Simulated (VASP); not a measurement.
Here is a VASP 6.6.1 calculation.

File INCAR:

```
SYSTEM = ZrCl6
PREC = Accurate ; ENCUT = 520
EDIFF = 1E-6 ; ISMEAR = 0
SIGMA = 0.1 ; LREAL = .False.
LASPH = .True. ; NELM = 60
ALGO = Normal ; ISIF = 2
LWAVE = .False. ; LCHARG = .True.
GGA = PE ; LELF = .True.
LVHAR = .True. ; NBANDS = 36
```

The input KPOINTS:

```
regular mesh
0
Gamma
  3 3 4
  0 0 0
```

The input POSCAR:

```
ZrCl6
1.0
    5.9327079100      0.0000000000      0.0000000000
   -2.9663539600      5.1378757600      0.0000000000
    0.0000000000      0.0000000000      5.0271145500
Zr Cl
1 6
Direct
    0.0000000000      0.0000000000      0.0000000000
    0.0000000000      0.3336124100      0.5000000000
    0.6663875900      0.6663875900      0.5000000000
    0.3336124100      0.0000000000      0.5000000000
    0.0000000000      0.6663875900      0.5000000000
    0.3336124100      0.3336124100      0.5000000000
    0.6663875900      0.0000000000      0.5000000000
```

Potentials or basis: VASP PAW PBE potentials, release 64 (Zr_sv, Cl).

Command:

```sh
$ cat potpaw_PBE.64/Zr_sv/POTCAR potpaw_PBE.64/Cl/POTCAR > POTCAR
$ mpirun -np 1 vasp_std > vasp.out
```

(1) Predict the band gap on the k mesh.

(2) Predict the largest force.

(3) Estimate the pressure.

## Answers

(1) zero (band 27 reaches 6.53 eV, above the bottom of band 28 at 6.15 eV).

(2) 0.032 eV/Å.

(3) 45.3 GPa.

Caveat: the k points lie up to 0.41 Å⁻¹ apart.
